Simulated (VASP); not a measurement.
A run of VASP 6.6.1 is set up as follows.

File INCAR:

```
ALGO = Normal ; EDIFF = 1E-6
ENCUT = 1330 ; GGA = RP
GGA_COMPAT = F ; ISIF = 2
ISMEAR = 0 ; IVDW = 13
LASPH = T ; LCHARG = F
LREAL = F ; LWAVE = F
NBANDS = 16 ; NELM = 120
PREC = Accurate ; SIGMA = 0.05
```

The input KPOINTS:

```
k-points
0
Gamma
  10 10 10
```

Contents of POSCAR:

```
GaN
1.0
    0.0000000000      2.0692100263      2.0692100263
    2.0692100263      0.0000000000      2.0692100263
    2.0692100263      2.0692100263      0.0000000000
Ga N
1 1
Direct
    0.5000000000      0.5000000000      0.5000000000
    0.0000000000      0.0000000000      0.0000000000
```

Potentials or basis: VASP PAW PBE potentials, release 64 (Ga_d, N_h).

The run is started by

```sh
$ cat potpaw_PBE.64/Ga_d/POTCAR potpaw_PBE.64/N_h/POTCAR > POTCAR
$ mpirun -np 1 vasp_std > vasp.out
```

Task: Estimate the band gap on the k mesh.

Result: 1.13 eV (least direct gap 3.59 eV).

Task: Estimate the dispersion energy per atom.

Result: -1.013 eV.

Task: Predict the pressure.

Result: 11.4 GPa.

Caveat: the cell stands under pressure; the dispersion term is far too large for a dense solid, which distorts pressure and volume; the PAW data sets were made with another functional, which shifts forces and pressure a little. A k mesh can miss the band edges.
